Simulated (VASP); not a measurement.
**AgI: single point with PBE**

The system is AgI.

```
Ag I
1.0
     0.00000    3.28863    3.28863
     3.28863    0.00000    3.28863
     3.28863    3.28863    0.00000
Ag I
1 1
Direct
  0.00000 0.00000 0.00000
  0.25000 0.25000 0.25000
```

| Quantity | Value |
| --- | --- |
| Program | VASP 6.6.1 |
| Task | single point |
| Functional | PBE |
| Potentials or basis | VASP PAW PBE potentials, release 64 (Ag, I) |
| Cutoff | 500 eV |
| k mesh | 4 × 4 × 4 |
| Occupations | methfessel-paxton, width 0.001 eV |
| Spin | no spin polarisation |
| Dipole correction | no |
| Further INCAR settings | ALGO = Normal; EDIFF = 1e-06; NBANDS = 16 |

| Item | Value |
| --- | --- |
| Pressure | 0.7 GPa |
| Band gap on the k mesh | 1.34 eV, direct |

Levels at points of the mesh, in eV from the valence-band top:
| k point | band 6 | band 7 | band 8 | band 9 | band 10 | band 11 | band 12 | band 13 |
| --- | --- | --- | --- | --- | --- | --- | --- | --- |
| (0.00, 0.00, 0.00) | -2.92 | 0.00 | 0.00 | 0.00 | 1.34 | 5.81 | 5.81 | 5.81 |
| (0.50, 0.00, 0.00) | -2.89 | -2.79 | -0.67 | -0.67 | 2.78 | 6.28 | 6.28 | 7.15 |
| (0.50, 0.50, 0.00) | -2.81 | -2.47 | -1.66 | -1.66 | 3.72 | 3.85 | 8.38 | 9.51 |

It took 21 s on 1 thread of Intel Xeon 8259CL (shared host), peak memory 0.2 GiB.

Caveat: spin-orbit coupling is left out, which moves the levels of the heavy elements. PBE gaps usually lie below the measured ones, often by a third to a half.
